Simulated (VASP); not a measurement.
Write the native input for VASP 6.6.1 that does the following.

| Quantity | Value |
| --- | --- |
| Task | single point |
| Functional | PBE |
| Potentials or basis | VASP PAW PBE potentials, release 64 (Mo_sv) |
| Cutoff | 520 eV |
| k mesh | 22 × 22 × 22 |
| Occupations | gaussian, width 0.15 eV |
| Spin | no spin polarisation |
| Dipole correction | no |
| Further INCAR settings | ALGO = Fast; EDIFF = 1e-06; NBANDS = 13 |

The structure of Mo lies in POSCAR:

```
Mo
1.0
   -0.9446189184      1.6471652002      1.6471652002
    1.6471652002     -0.9446189184      1.6471652002
    1.6471652002      1.6471652002     -0.9446189184
Mo
1
Direct
    0.0000000000      0.0000000000      0.0000000000
```

One way to write it, as run:

INCAR

```
  PREC = Accurate
  ENCUT = 520
  EDIFF = 1E-6
  ISMEAR = 0
  SIGMA = 0.15
  LREAL = F
  LASPH = T
  NELM = 100
  ALGO = Fast
  ISIF = 2
  LWAVE = F
  LCHARG = F
  GGA = PE
  NBANDS = 13
```

KPOINTS

```
Automatic mesh
0
Gamma
  22 22 22
```

Potentials or basis: VASP PAW PBE potentials, release 64 (Mo_sv).

Command:

```console
$ cat potpaw_PBE.64/Mo_sv/POTCAR > POTCAR
$ mpirun -np 1 vasp_std > vasp.out
```

It gave:

- Pressure: 24.9 GPa
- Band gap on the k mesh: zero (bands 7 and 8 overlap by 2.88 eV)

Caveat: the cell stands under pressure.

Run time: 65 s on 1 thread of AMD EPYC 9R45 96-Core Processor (Zen 5) (shared host), peak memory 0.26 GiB.
